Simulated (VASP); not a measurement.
Crystal: FeSi.

```xyz
8
Lattice="4.5507 0.0000 0.0000 0.0000 4.5507 0.0000 0.0000 0.0000 4.5507" Properties=species:S:1:pos:R:3 pbc="T T T"
Fe    0.6213    0.6213    0.6213
Fe    1.6541    3.9294    2.8966
Fe    2.8966    1.6541    3.9294
Fe    3.9294    2.8966    1.6541
Si    3.8335    3.8335    3.8335
Si    2.9925    0.7172    1.5582
Si    1.5582    2.9925    0.7172
Si    0.7172    1.5582    2.9925
```

```yaml
Program: VASP 6.6.1
Task: relaxation of cell and atoms
Functional: PBE
Potentials_or_basis: VASP PAW PBE potentials, release 64 (Fe, Si)
Cutoff: 600 eV
k_mesh: 4 × 4 × 4
Occupations: gaussian, width 0.1 eV
Spin: no spin polarisation
```

At the start: pressure -13.7 GPa; volume 11.78 Å³/atom.

Problem. How do energy, volume and symmetry change on relaxing?

Solution. Over 5 steps the energy falls by 36.2 meV/atom and the volume is 11.00 Å³/atom (-6.6 %); space group P2_13 (No. 198, to 0.05 Å).

Step by step:
```csv
step,energy change (eV),largest force (eV/Å),pressure (GPa),volume (Å³)
1,0.0000,0.2610,-13.66,94.24
2,0.1699,0.5190,22.77,81.20
3,-0.2876,0.1123,-0.24,88.13
4,-0.2877,0.1086,0.05,88.01
5,-0.2894,0.0243,0.09,88.00
```

Final structure:
```xyz
8
Lattice="4.4480 0.0000 0.0000 0.0000 4.4480 0.0000 0.0000 0.0000 4.4480" Properties=species:S:1:pos:R:3 pbc="T T T"
Fe    0.6062    0.6062    0.6062
Fe    1.6178    3.8418    2.8302
Fe    2.8302    1.6178    3.8418
Fe    3.8418    2.8302    1.6178
Si    3.7412    3.7412    3.7412
Si    2.9309    0.7068    1.5172
Si    1.5172    2.9309    0.7068
Si    0.7068    1.5172    2.9309
```

Caveat: the relaxation stopped at a loose force limit of 0.05 eV/Å, so its end isn't a converged minimum.
